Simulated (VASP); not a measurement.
## CaO: single point with PBE

CaO:

```xyz
4
Lattice="3.3120 0.0000 0.0000 -1.6560 2.8683 0.0000 0.0000 0.0000 5.8080" Properties=species:S:1:pos:R:3 pbc="T T T"
Ca    0.0000    0.0000    0.0000
Ca    0.0000    0.0000    2.9040
O     0.0000    1.9122    1.4520
O     1.6560    0.9561    4.3560
```

This cell differs from its parent crystal: volume changed by -3%.

```yaml
Program: VASP 6.6.1
Task: single point
Functional: PBE
Potentials_or_basis: VASP PAW PBE potentials, release 64 (Ca_sv, O)
Cutoff: 520 eV
k_mesh: 9 × 9 × 4
Occupations: gaussian, width 0.01 eV
Spin: no spin polarisation
```

| Item | Value |
| --- | --- |
| Pressure | 3.9 GPa |
| Band gap on the k mesh | 3.83 eV, direct |

Stress tensor (GPa, compression positive):
```
3.77 0.00 0.00
0.00 3.77 0.00
0.00 0.00 4.24
```

Levels at points of the mesh, in eV from the valence-band top:
| k point | band 13 | band 14 | band 15 | band 16 | band 17 | band 18 | band 19 | band 20 |
| --- | --- | --- | --- | --- | --- | --- | --- | --- |
| (0.00, 0.00, 0.00) | -1.09 | -0.25 | 0.00 | 0.00 | 3.83 | 4.97 | 6.40 | 6.40 |
| (0.00, 0.00, 0.50) | -0.59 | -0.59 | -0.59 | -0.59 | 5.87 | 5.87 | 6.80 | 6.80 |

Run time: 69 s on 1 thread of Intel Xeon 6975P-C (shared host), peak memory 0.2 GiB.

 A k mesh can miss the band edges.
